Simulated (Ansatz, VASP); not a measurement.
## GaN: VASP beside Ansatz

```
Ga N
1.0
     0.00000    2.25350    2.25350
     2.25350    0.00000    2.25350
     2.25350    2.25350    0.00000
Ga N
1 1
Direct
  0.01922 0.01922 0.01922
  0.75000 0.75000 0.75000
```

Change from the starting cell: all Ga atoms moved -0.150 Å, as atom 1 towards its neighbour atom 2 (N) at 1.952 Å.

Alike in both runs: task single point; functional r2SCAN; k mesh 10 × 10 × 10; occupations gaussian, width 0.2 eV; no spin polarisation.

```csv
,VASP,Ansatz
version,VASP 6.6.1,Ansatz 0.2.0
potentials or method,"VASP PAW PBE potentials, release 64 (Ga_d, N), cutoff 520 eV","scalar-relativistic, plane waves, PAW"
valence electrons in the cell,18,18
```

VASP gave:

```
gap on the k mesh at the Fermi level (eV)                     : 1.87
least direct gap on the mesh (eV)                             : 1.87
pressure (GPa)                                                : 1.8
traceless stress, the component that is largest in VASP (GPa) : -3.42
rms of the force components (eV/Å)                            : 0.749
```

Problem. Estimate Ansatz's values.

Solution. gap on the k mesh at the Fermi level (eV): 1.88; least direct gap on the mesh (eV): 1.88; pressure (GPa): 0.6; traceless stress, the component that is largest in VASP (GPa): -3.17; rms of the force components (eV/Å): 0.733.

VASP's potentials were made for PBE, not for r2SCAN. Atom by atom the forces differ by 0.016 eV/Å (rms over components).
